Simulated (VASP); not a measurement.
# HfB2 (P2/m) in VASP: further runs, part 2 of 2

VASP 6.6.1. Earlier steps stand in the parts before.

### Step 3. Single point, PBE

File INCAR:

```
SYSTEM = HfB2
ALGO = Normal
EDIFF = 1E-7
ENCUT = 520
GGA = PE
ISIF = 2
ISMEAR = 1
LASPH = .True.
LCHARG = .False.
LREAL = .False.
LWAVE = .False.
NBANDS = 15
NELM = 100
PREC = Accurate
SIGMA = 0.1
```

File KPOINTS:

```
k-points
0
Gamma
  13 13 10
  0 0 0
```

File POSCAR:

```
HfB2
1.0
    3.1400000000      0.0157000000      0.0000000000
   -1.5564034000      2.7114700000      0.0000000000
    0.0000000000      0.0000000000      3.4800000000
Hf B
1 2
Direct
    0.0000000000      0.0000000000      0.0000000000
    0.3333333333      0.6666666667      0.5000000000
    0.6666666667      0.3333333333      0.5000000000
```

Potentials or basis: VASP PAW PBE potentials, release 64 (Hf_pv, B).

Started as:

```
$ cat potpaw_PBE.64/Hf_pv/POTCAR potpaw_PBE.64/B/POTCAR > POTCAR
$ mpirun -np 1 vasp_std > vasp.out
```

Run time: 2.1 min. Hardware: 1 thread of AMD EPYC 9R45 (Zen 5), shared host; peak memory 0.3 GiB.

It converged, with:

```
Free energy            : -26.3984 eV
Pressure               : 1.0 GPa
Largest force          : 0.012 eV/Å
Band gap on the k mesh : zero (bands 8 and 9 overlap by 1.08 eV)
```

Forces in eV/Å, atoms in the order of the input:
```
Hf   0.000  0.000  0.000
B    0.012  0.001  0.000
B   -0.012 -0.001  0.000
```

Stress tensor (GPa, compression positive):
```
 0.85 -2.71  0.00
-2.71  0.88  0.00
 0.00  0.00  1.29
```

Levels at points of the mesh, in eV from the Fermi level:
```tsv
k point	band 4	band 5	band 6	band 7	band 8	band 9	band 10	band 11	band 12	band 13
(0.00, 0.00, 0.00)	-13.92	-3.18	-3.11	-3.01	-2.94	3.84	3.88	4.44	4.55	4.69
(0.00, 0.00, 0.50)	-11.51	-8.53	-1.39	-1.33	0.11	0.19	0.75	0.93	2.07	4.92
```

Caveat: spin-orbit coupling is left out, which moves the levels of the heavy elements.

### Step 4. Single point, PBE

File INCAR:

```
SYSTEM = HfB2
PREC = Accurate
ENCUT = 520
EDIFF = 1E-7
ISMEAR = 1
SIGMA = 0.1
LREAL = .FALSE.
LASPH = .TRUE.
NELM = 100
ALGO = Normal
ISIF = 2
LWAVE = .FALSE.
LCHARG = .FALSE.
GGA = PE
NBANDS = 15
```

File KPOINTS:

```
Automatic mesh
0
G
  13 13 10
  0 0 0
```

File POSCAR:

```
HfB2
1.0
    3.1400000000      0.0314000000      0.0000000000
   -1.5428068000      2.7036200000      0.0000000000
    0.0000000000      0.0000000000      3.4800000000
Hf B
1 2
Direct
    0.0000000000      0.0000000000      0.0000000000
    0.3333333333      0.6666666667      0.5000000000
    0.6666666667      0.3333333333      0.5000000000
```

Potentials or basis: VASP PAW PBE potentials, release 64 (Hf_pv, B).

Started as:

```
$ cat potpaw_PBE.64/Hf_pv/POTCAR potpaw_PBE.64/B/POTCAR > POTCAR
$ mpirun -np 1 vasp_std > vasp.out
```

OUTCAR:

```text
SYSTEM = HfB2
   PREC = Accurate
   ENCUT = 520
   EDIFF = 1E-7
   ISMEAR = 1
   LREAL = .FALSE.
   LASPH = .TRUE.
   NELM = 100
   ISIF = 2
   GGA = PE

 ion  position               nearest neighbor table
   1  0.000  0.000  0.000-   2 2.50   3 2.50   2 2.50   3 2.50   2 2.51   2 2.51   3 2.51   3 2.51
                             3 2.52   3 2.52   2 2.52   2 2.52
   2  0.333  0.667  0.500-   3 1.80   3 1.81   3 1.83   1 2.50   1 2.50   1 2.51   1 2.51   1 2.52
                             1 2.52
   3  0.667  0.333  0.500-   2 1.80   2 1.81   2 1.83   1 2.50   1 2.50   1 2.51   1 2.51   1 2.52
                             1 2.52

  Warning from LATTYP: Monoclinic adjustment (A1->A3, A2->A1, A3->A2)!
  LATTYP: Found a simple monoclinic cell.
 ALAT       =     3.1128465954
 B/A-ratio  =     1.1179477990
 C/A-ratio  =     1.0087734489
 COS(beta)  =    -0.4869160014

  Lattice vectors:

 A1 = (  -1.5428068000,   2.7036200000,   0.0000000000)
 A2 = (   0.0000000000,   0.0000000000,   3.4800000000)
 A3 = (   3.1400000000,   0.0314000000,   0.0000000000)

Analysis of symmetry for initial positions (statically):
=====================================================================
 Subroutine PRICEL returns:
 Original cell was already a primitive cell.

[... 191 lines left out ...]
     12      12.3895      0.00000
     13      12.4326      0.00000
     14      12.6673      0.00000
[... 401 lines left out ...]
      2     -22.8664      2.00000
      3     -22.6480      2.00000
      4      -3.9435      2.00000
      5       1.2304      2.00000
      6       3.0151      2.00000
      7       3.9474      2.00000
      8       6.7294      2.00000
      9       8.5360     -0.00000
     10       9.2875     -0.00000
     11      12.7884      0.00000
     12      13.8788      0.00000
     13      14.7136      0.00000
     14      15.5427      0.00000
     15      17.2931      0.00000

 [... further k-points ...]

------------------------ aborting loop because EDIFF is reached ----------------------------------------

  FORCE on cell =-STRESS in cart. coord.  units (eV):
  Direction    XX          YY          ZZ          XY          YZ          ZX
  --------------------------------------------------------------------------------------
  -------------------------------------------------------------------------------------
  Total        0.1727363      0.1892519      0.2414400     -1.0014012      0.0000000      0.0000000
  in kB        9.3146913     10.2052845     13.0194906    -53.9998962      0.0000000      0.0000000
  external PRESSURE =      10.8464888 kB  Pullay stress =       0.0000000 kB

 VOLUME and BASIS-vectors are now :
 -----------------------------------------------------------------------------
  energy-cutoff  :      520.00
  volume of cell :       29.71
      direct lattice vectors                 reciprocal lattice vectors
     3.140000000  0.031400000  0.000000000     0.316664309  0.180702854  0.000000000
    -1.542806800  2.703620000  0.000000000    -0.003677758  0.367775771  0.000000000
     0.000000000  0.000000000  3.480000000     0.000000000  0.000000000  0.287356322

 POSITION                                       TOTAL-FORCE (eV/Angst)
 -----------------------------------------------------------------------------------
      0.00000      0.00000      0.00000        -0.000000      0.000000      0.000000
      0.01813      1.81288      1.74000         0.023966      0.004974      0.000000
      1.57906      0.92214      1.74000        -0.023966     -0.004974      0.000000
 -----------------------------------------------------------------------------------
    total drift:                               -0.000000      0.000000      0.000000

  FREE ENERGIE OF THE ION-ELECTRON SYSTEM (eV)
  ---------------------------------------------------
  free  energy   TOTEN  =       -26.3908737593 eV

  energy  without entropy=      -26.3906922458  energy(sigma->0) =      -26.39081325
```

stdout:

```text
POSCAR found type information on POSCAR HfB
 POSCAR found :  2 types and       3 ions
 scaLAPACK will be used
 LDA part: xc-table for (Slater+PW92), standard interpolation
 POSCAR, INCAR and KPOINTS ok, starting setup
 FFT: planning ... GRIDC
 FFT: planning ... GRID_SOFT
 FFT: planning ... GRID
 WAVECAR not read
 entering main loop
```

Run time: 2 min. Hardware: 1 thread of AMD EPYC 9R45 (Zen 5), shared host; peak memory 0.3 GiB.

Results:

```
Free energy            : -26.3909 eV
Pressure               : 1.1 GPa
Largest force          : 0.024 eV/Å
Band gap on the k mesh : zero (bands 8 and 9 overlap by 1.10 eV)
```

Forces on the atoms (eV/Å):
```
Hf   0.000  0.000  0.000
B    0.024  0.005  0.000
B   -0.024 -0.005  0.000
```

Stress tensor (GPa, compression positive):
```
 0.93 -5.40  0.00
-5.40  1.02  0.00
 0.00  0.00  1.30
```

Caveat: spin-orbit coupling is left out, which moves the levels of the heavy elements.

### Step 5. Summary

```tsv
cell	gap on the mesh (eV)	pressure (GPa)	largest force (eV/Å)
a = 3.140, b = 3.154, c = 3.480 Å, angles 90.0, 90.0, 120.4°, 3 atoms	none	1.0	0.01
a = 3.140, b = 3.126, c = 3.480 Å, angles 90.0, 90.0, 119.6°, 3 atoms	none	1.0	0.01
a = 3.140, b = 3.113, c = 3.480 Å, angles 90.0, 90.0, 119.1°, 3 atoms	none	1.1	0.02
```

Alike in all rows: task single point; level PBE; potentials or basis VASP PAW PBE potentials, release 64 (Hf_pv, B); no spin polarisation; k mesh 13 × 13 × 10; cutoff (eV) 520; smearing methfessel-paxton 0.1 eV.

Caveats: spin-orbit coupling is left out, which moves the levels of the heavy elements.

Total energies depend on the potentials used, so only differences within one code and one set of settings carry meaning.
